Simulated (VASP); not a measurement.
# CaSe (Pm-3m) in VASP: notebook

The runs below take CaSe through single point, with LDA, r2SCAN, r2SCAN+D4.

All numbers are computed with VASP 6.6.1; they aren't measurements. Logs are shortened: lines on timing, memory, paths and dates and some standing lists are left out, and cuts for length are marked.

### Step 1. The cell of the first run

It takes space group Pm-3m (No. 221, cubic). The conventional cell has a = 3.635 Å, b = 3.635 Å, c = 3.635 Å, α = 90.00°, β = 90.00°, γ = 90.00°. Within 4.1 Å of Ca (site symmetry m-3m) lie 8 Se at 3.15 Å and 6 Ca at 3.63 Å. Within 4.1 Å of Se (site symmetry m-3m) lie 8 Ca at 3.15 Å and 6 Se at 3.63 Å.

### Step 2. Single point, LDA

Contents of INCAR:

```
SYSTEM = CaSe
  ALGO = Normal
  EDIFF = 1E-6
  ENCUT = 500
  GGA_COMPAT = .False.
  ISIF = 2
  ISMEAR = 0
  LASPH = .True.
  LCHARG = .True.
  LELF = .True.
  LREAL = .False.
  LVHAR = .True.
  LWAVE = .False.
  NBANDS = 15
  NELM = 120
  PREC = Accurate
  SIGMA = 0.01
```

Contents of KPOINTS:

```
k-points
0
Gamma
  4 4 4
  0 0 0
```

Contents of POSCAR:

```
CaSe
1.0
    3.6347849189      0.0000000000      0.0000000000
    0.0000000000      3.6347849189      0.0000000000
    0.0000000000      0.0000000000      3.6347849189
Ca Se
1 1
Direct
    0.0000000000      0.0000000000      0.0000000000
    0.5000000000      0.5000000000      0.5000000000
```

Potentials or basis: VASP PAW LDA potentials, release 64 (Ca_sv, Se).

Launch:

```console
> cat potpaw_LDA.64/Ca_sv/POTCAR potpaw_LDA.64/Se/POTCAR > POTCAR
> mpirun -np 1 vasp_std > vasp.out
```

OUTCAR:

```text
SYSTEM = CaSe
   EDIFF = 1E-6
   ENCUT = 500
   ISIF = 2
   ISMEAR = 0
   LASPH = .True.
   LREAL = .False.
   NELM = 120
   PREC = Accurate

 ion  position               nearest neighbor table
   1  0.000  0.000  0.000-
   2  0.500  0.500  0.500-

  LATTYP: Found a simple cubic cell.
 ALAT       =     3.6347849189

  Lattice vectors:

 A1 = (   3.6347849189,   0.0000000000,   0.0000000000)
 A2 = (   0.0000000000,   3.6347849189,   0.0000000000)
 A3 = (   0.0000000000,   0.0000000000,   3.6347849189)

Analysis of symmetry for initial positions (statically):
=====================================================================
 Subroutine PRICEL returns:
 Original cell was already a primitive cell.

 Routine SETGRP: Setting up the symmetry group for a
 simple cubic supercell.

 Subroutine GETGRP returns: Found 48 space group operations
 (whereof 48 operations were pure point group operations)
 out of a pool of 48 trial point group operations.

The static configuration has the point symmetry O_h .

Analysis of symmetry for dynamics (positions and initial velocities):
=====================================================================
 Subroutine PRICEL returns:
 Original cell was already a primitive cell.

 Routine SETGRP: Setting up the symmetry group for a
 simple cubic supercell.

 Subroutine GETGRP returns: Found 48 space group operations
 (whereof 48 operations were pure point group operations)
 out of a pool of 48 trial point group operations.

The dynamic configuration has the point symmetry O_h .

 Subroutine INISYM returns: Found 48 space group operations
 (whereof 48 operations are pure point group operations),
 and found     1 'primitive' translations

----------------------------------------------------------------------------------------

                                     Primitive cell

  volume of cell :      48.0215

  direct lattice vectors                    reciprocal lattice vectors
     3.634784919  0.000000000  0.000000000     0.275119442  0.000000000  0.000000000
     0.000000000  3.634784919  0.000000000     0.000000000  0.275119442  0.000000000
     0.000000000  0.000000000  3.634784919     0.000000000  0.000000000  0.275119442

  length of vectors
     3.634784919  3.634784919  3.634784919     0.275119442  0.275119442  0.275119442

[... 72 lines left out ...]
   ISYM   =      2    0-nonsym 1-usesym 2-fastsym
   POTIM  = 0.5000    time-step for ionic-motion
   TEBEG  =    0.0;   TEEND  =   0.0 temperature during run
   PSTRESS=    0.0 pullay stress
   NELECT =      16.0000    total number of electrons
   NUPDOWN=      -1.0000    fix difference up-down
   EMIN   =  10.00;   EMAX   =-10.00  energy-range for DOS
   EFERMI =   0.00;   METHOD = LEGACY
   ISMEAR =     0;   SIGMA  =   0.01  broadening in eV -4-tet -1-fermi 0-gaus
   EFERMI_NEDOS =   21; number of points for ismear=-14 and -15
   IALGO  =     38    algorithm
   IMIX   =      4    mixing-type and parameters
     AMIX     =   0.40;   BMIX     =  1.00
     AMIX_MAG =   1.60;   BMIX_MAG =  1.00
  volume/ion in A,a.u.               =      24.01       162.03
  Fermi-wavevector in a.u.,A,eV,Ry     =   1.134931  2.144709 17.525233  1.288068
  Thomas-Fermi vector in A             =   2.271635
   LORBIT       =      0    0 simple, 1 ext, 2 COOP (PROOUT), +10 PAW based schemes
   GGA     = CA    functional components
   LHFCALC =     F    Hartree Fock is set to
   AEXX    =    0.0000 exact exchange contribution
   IVDW    =     0    specifies the selected vdW correction
   LEPSILON=     F    determine dielectric tensor
   LRPA    =     F    only Hartree local field effects (RPA)
 non-spin polarized calculation
 Gauss-broadening in eV      SIGMA  =   0.01
  energy-cutoff  :      500.00
  volume of cell :       48.02
 maximum number of plane-waves:      1234
 NGX is ok and might be reduce to    28
   NGX = 13   NGY = 13   NGZ = 13

 number of electron      16.0000006 magnetization

 Free energy of the ion-electron system (eV)
  ---------------------------------------------------
  ext. energy  EPLUGINS =         0.00000000
  ---------------------------------------------------
  free energy    TOTEN  =        -9.82715921 eV

  energy without entropy =       -9.82715921  energy(sigma->0) =       -9.82715921

 E-fermi :   4.2894     XC(G=0):  -9.8973

 val. band max:        4.1874398144   @ k =   0.5000   0.5000   0.0000
 cond. band min:       4.7540221209   @ k =   0.5000   0.5000   0.0000
 fundamental gap:      0.5665823066
 Fermi energy:         4.2894276813

 k-point     1 :       0.0000    0.0000    0.0000
  band No.  band energies     occupation
      1     -36.6824      2.00000
      2     -17.9130      2.00000
      3     -17.9130      2.00000
      4     -17.9130      2.00000
      5      -8.8760      2.00000
      6       3.3151      2.00000
      7       3.3151      2.00000
      8       3.3151      2.00000
      9       5.0877      0.00000
     10       5.0877      0.00000
     11       6.0253      0.00000
     12       8.4285      0.00000
     13       8.4285      0.00000
     14       8.4285      0.00000
[... 149 lines left out ...]
      2     -18.0368      2.00000
      3     -18.0368      2.00000
      4     -18.0368      2.00000
      5      -7.2636      2.00000
      6       0.4481      2.00000
      7       0.4481      2.00000
      8       0.4481      2.00000
      9       7.9010      0.00000
     10       7.9010      0.00000
     11       7.9010      0.00000
     12       9.4825      0.00000
     13       9.4825      0.00000
     14       9.8641      0.00000
     15       9.8641      0.00000

------------------------ aborting loop because EDIFF is reached ----------------------------------------

  FORCE on cell =-STRESS in cart. coord.  units (eV):
  Direction    XX          YY          ZZ          XY          YZ          ZX
  --------------------------------------------------------------------------------------
  -------------------------------------------------------------------------------------
  Total       -0.9826024     -0.9826024     -0.9826024      0.0000000      0.0000000      0.0000000
  in kB      -32.7832697    -32.7832697    -32.7832697      0.0000000      0.0000000      0.0000000
  external PRESSURE =     -32.7832697 kB  Pullay stress =       0.0000000 kB

 VOLUME and BASIS-vectors are now :
 -----------------------------------------------------------------------------
  energy-cutoff  :      500.00
  volume of cell :       48.02
      direct lattice vectors                 reciprocal lattice vectors
     3.634784919  0.000000000  0.000000000     0.275119442  0.000000000  0.000000000
     0.000000000  3.634784919  0.000000000     0.000000000  0.275119442  0.000000000
     0.000000000  0.000000000  3.634784919     0.000000000  0.000000000  0.275119442

 POSITION                                       TOTAL-FORCE (eV/Angst)
 -----------------------------------------------------------------------------------
      0.00000      0.00000      0.00000         0.000000      0.000000      0.000000
      1.81739      1.81739      1.81739         0.000000      0.000000      0.000000
 -----------------------------------------------------------------------------------
    total drift:                               -0.000000      0.000000      0.000000

  FREE ENERGIE OF THE ION-ELECTRON SYSTEM (eV)
  ---------------------------------------------------
  free  energy   TOTEN  =        -9.8271592057 eV

  energy  without entropy=       -9.8271592057  energy(sigma->0) =       -9.82715921
```

OSZICAR:

```text
N       E                     dE             d eps       ncg     rms          rms(c)
DAV:   1     0.104124639301E+03    0.10412E+03   -0.73867E+03   300   0.968E+02
DAV:   2    -0.546833427983E+01   -0.10959E+03   -0.10433E+03   377   0.242E+02
DAV:   3    -0.985855221124E+01   -0.43902E+01   -0.43261E+01   413   0.450E+01
DAV:   4    -0.100440871208E+02   -0.18553E+00   -0.18552E+00   393   0.828E+00
DAV:   5    -0.100452010157E+02   -0.11139E-02   -0.11139E-02   399   0.666E-01    0.468E+00
DAV:   6    -0.985628953954E+01    0.18891E+00   -0.18451E-01   328   0.270E+00    0.266E+00
DAV:   7    -0.982950734268E+01    0.26782E-01   -0.78598E-02   394   0.190E+00    0.872E-01
DAV:   8    -0.982737696658E+01    0.21304E-02   -0.15660E-02   370   0.887E-01    0.116E-01
DAV:   9    -0.982716739398E+01    0.20957E-03   -0.11782E-03   363   0.318E-01    0.559E-02
DAV:  10    -0.982715427270E+01    0.13121E-04   -0.19997E-04   350   0.100E-01    0.147E-02
DAV:  11    -0.982715950973E+01   -0.52370E-05   -0.16971E-05   386   0.320E-02    0.103E-02
DAV:  12    -0.982715920565E+01    0.30408E-06   -0.67072E-07   242   0.651E-03
   1 F= -.98271592E+01 E0= -.98271592E+01  d E =-.177467E-48
```

Run time: 17 s. Hardware: 1 thread of Intel Xeon 8259CL, shared host; peak memory 0.11 GiB.

Results:

* Free energy: -9.8272 eV
* Pressure: -3.3 GPa
* Band gap on the k mesh: 0.57 eV

Caveat: the k points lie up to 0.43 Å⁻¹ apart; the structure was generated, so it needn't be the stable form of CaSe; semilocal functionals underestimate gaps, and a narrow one can read as zero.

### Step 3. Single point, r2SCAN

POSCAR is that of step 2.

Contents of INCAR.step1:

```
SYSTEM = CaSe
  PREC = Accurate
  ENCUT = 550
  ISMEAR = 1
  SIGMA = 0.001
  LREAL = .FALSE.
  LASPH = .TRUE.
  NELM = 120
  NBANDS = 15
  GGA = PE
  ALGO = Normal
  EDIFF = 1E-5
  LWAVE = .TRUE.
  LCHARG = .FALSE.
  GGA_COMPAT = .FALSE.
```

Contents of INCAR.step2:

```
SYSTEM = CaSe
  PREC = Accurate
  ENCUT = 550
  EDIFF = 1E-6
  ISMEAR = 1
  SIGMA = 0.001
  LREAL = .FALSE.
  LASPH = .TRUE.
  NELM = 120
  ALGO = Normal
  ISIF = 2
  LWAVE = .FALSE.
  LCHARG = .FALSE.
  METAGGA = R2SCAN
  LMIXTAU = .TRUE.
  NBANDS = 15
  ISTART = 1
  GGA_COMPAT = .FALSE.
```

Contents of KPOINTS:

```
regular mesh
0
G
  6 6 6
  0 0 0
```

Potentials or basis: VASP PAW PBE potentials, release 64 (Ca_sv, Se).

Launch:

```console
> cat potpaw_PBE.64/Ca_sv/POTCAR potpaw_PBE.64/Se/POTCAR > POTCAR
> cp INCAR.step1 INCAR
> mpirun -np 1 vasp_std > vasp.out
> cp INCAR.step2 INCAR
> mpirun -np 1 vasp_std > vasp.out
```

Wall time 2 min (1 thread of Intel Xeon 8259CL, shared host); peak memory 0.14 GiB.

It converged, with:

```
Free energy            : -25.2207 eV
Pressure               : 0.2 GPa
Band gap on the k mesh : 1.24 eV
```

Levels at points of the mesh, in eV from the valence-band top:
| k point | band 6 | band 7 | band 8 | band 9 | band 10 | band 11 |
| --- | --- | --- | --- | --- | --- | --- |
| (0.00, 0.00, 0.00) | -0.89 | -0.89 | -0.89 | 1.52 | 1.52 | 2.90 |
| (0.50, 0.00, 0.00) | -4.95 | -1.04 | -1.04 | 2.49 | 5.14 | 5.28 |
| (0.50, 0.50, 0.00) | -3.64 | -3.64 | 0.00 | 1.24 | 3.48 | 3.62 |
| (0.50, 0.50, 0.50) | -3.77 | -3.77 | -3.77 | 4.39 | 4.39 | 4.39 |

Caveat: the structure was generated, so it needn't be the stable form of CaSe; the PAW data sets were made with another functional, which shifts forces and pressure a little.

### Step 4. Single point, r2SCAN+D4

POSCAR is that of step 3.

Contents of INCAR.step1:

```
SYSTEM = CaSe
PREC = Accurate
ENCUT = 550
ISMEAR = 0
SIGMA = 0.01
LREAL = .False.
LASPH = .True.
NELM = 120
NBANDS = 15
GGA = PE
ALGO = Normal
EDIFF = 1E-5
LWAVE = .True.
LCHARG = .False.
GGA_COMPAT = .False.
```

Contents of INCAR.step2:

```
SYSTEM = CaSe
PREC = Accurate
ENCUT = 550
EDIFF = 1E-6
ISMEAR = 0
SIGMA = 0.01
LREAL = .False.
LASPH = .True.
NELM = 120
ALGO = Normal
ISIF = 2
LWAVE = .False.
LCHARG = .True.
METAGGA = R2SCAN
LMIXTAU = .True.
IVDW = 13
VDW_S6 = 1.0
VDW_S8 = 0.6018749
VDW_A1 = 0.51559235
VDW_A2 = 5.77342911
LELF = .True.
LVHAR = .True.
NBANDS = 15
ISTART = 1
GGA_COMPAT = .False.
```

Contents of KPOINTS:

```
Automatic mesh
0
Gamma
  6 6 6
  0 0 0
```

Launch:

```console
> cat potpaw_PBE.64/Ca_sv/POTCAR potpaw_PBE.64/Se/POTCAR > POTCAR
> cp INCAR.step1 INCAR
> mpirun -np 1 vasp_std > vasp.out
> cp INCAR.step2 INCAR
> mpirun -np 1 vasp_std > vasp.out
```

Run time: 2.1 min. Hardware: 1 thread of Intel Xeon 8259CL, shared host; peak memory 0.14 GiB.

The run converged. Its results:

| Quantity | Value |
| --- | --- |
| Free energy | -25.4006 eV |
| Pressure | -0.4 GPa |
| Band gap on the k mesh | 1.24 eV |
| Dispersion energy per atom | -0.090 eV |

Levels at points of the mesh, in eV from the valence-band top:
```csv
k point,band 4,band 5,band 6,band 7,band 8,band 9,band 10,band 11,band 12,band 13
"(0.00, 0.00, 0.00)",-23.06,-13.48,-0.89,-0.89,-0.89,1.52,1.52,2.90,4.86,4.86
"(0.50, 0.00, 0.00)",-23.04,-12.71,-4.95,-1.04,-1.04,2.49,5.14,5.28,5.37,5.81
"(0.50, 0.50, 0.00)",-23.03,-12.38,-3.64,-3.64,0.00,1.24,3.48,3.62,3.62,5.84
"(0.50, 0.50, 0.50)",-23.17,-11.78,-3.77,-3.77,-3.77,4.39,4.39,4.39,5.91,5.91
```

Caveat: the structure was generated, so it needn't be the stable form of CaSe; the PAW data sets were made with another functional, which shifts forces and pressure a little. A k mesh can miss the band edges.

### Step 5. Single point, r2SCAN

POSCAR is that of step 4.

Contents of INCAR.step1:

```
PREC = Accurate
ENCUT = 550
ISMEAR = 1
SIGMA = 0.05
LREAL = F
LASPH = T
NELM = 120
NBANDS = 15
GGA = PE
ALGO = Normal
EDIFF = 1E-5
LWAVE = T
LCHARG = F
GGA_COMPAT = F
```

Contents of INCAR.step2:

```
PREC = Accurate
ENCUT = 550
EDIFF = 1E-6
ISMEAR = 1
SIGMA = 0.05
LREAL = F
LASPH = T
NELM = 120
ALGO = Normal
ISIF = 2
LWAVE = F
LCHARG = F
METAGGA = R2SCAN
LMIXTAU = T
NBANDS = 15
ISTART = 1
GGA_COMPAT = F
```

Contents of KPOINTS:

```
Automatic mesh
0
Gamma
  6 6 6
```

Launch:

```console
> cat potpaw_PBE.64/Ca_sv/POTCAR potpaw_PBE.64/Se/POTCAR > POTCAR
> cp INCAR.step1 INCAR
> mpirun -np 1 vasp_std > vasp.out
> cp INCAR.step2 INCAR
> mpirun -np 1 vasp_std > vasp.out
```

Run time: 2.3 min. Hardware: 1 thread of Intel Xeon 8259CL, shared host; peak memory 0.14 GiB.

Results (log left out):

* Free energy: -25.2207 eV
* Pressure: 0.2 GPa
* Band gap on the k mesh: 1.24 eV

Levels at points of the mesh, in eV from the valence-band top:
```tsv
k point	band 6	band 7	band 8	band 9	band 10	band 11
(0.00, 0.00, 0.00)	-0.89	-0.89	-0.89	1.52	1.52	2.90
(0.50, 0.00, 0.00)	-4.95	-1.04	-1.04	2.49	5.14	5.28
(0.50, 0.50, 0.00)	-3.64	-3.64	0.00	1.24	3.48	3.62
(0.50, 0.50, 0.50)	-3.77	-3.77	-3.77	4.39	4.39	4.39
```

Caveat: the structure was generated, so it needn't be the stable form of CaSe; the PAW data sets were made with another functional, which shifts forces and pressure a little. A k mesh can miss the band edges.

### Step 6. Summary

```tsv
level	potentials or basis	k mesh	cutoff (eV)	smearing	gap on the mesh (eV)	pressure (GPa)
LDA	VASP PAW LDA potentials, release 64 (Ca_sv, Se)	4 × 4 × 4	500	gaussian 0.01 eV	0.57	-3.3
r2SCAN	VASP PAW PBE potentials, release 64 (Ca_sv, Se)	6 × 6 × 6	550	methfessel-paxton 0.001 eV	1.24	0.2
r2SCAN+D4	VASP PAW PBE potentials, release 64 (Ca_sv, Se)	6 × 6 × 6	550	gaussian 0.01 eV	1.24	-0.4
r2SCAN	VASP PAW PBE potentials, release 64 (Ca_sv, Se)	6 × 6 × 6	550	methfessel-paxton 0.05 eV	1.24	0.2
```

Alike in all rows: task single point; no spin polarisation; cell as given.

Caveats: some runs use coarse meshes; the structure was generated, so it needn't be the stable form of CaSe; the PAW data sets were made with another functional, which shifts forces and pressure a little (at least some runs); semilocal functionals underestimate gaps, and a narrow one can read as zero (at least some runs).

Absolute energies hang on the potentials; compare differences alone.
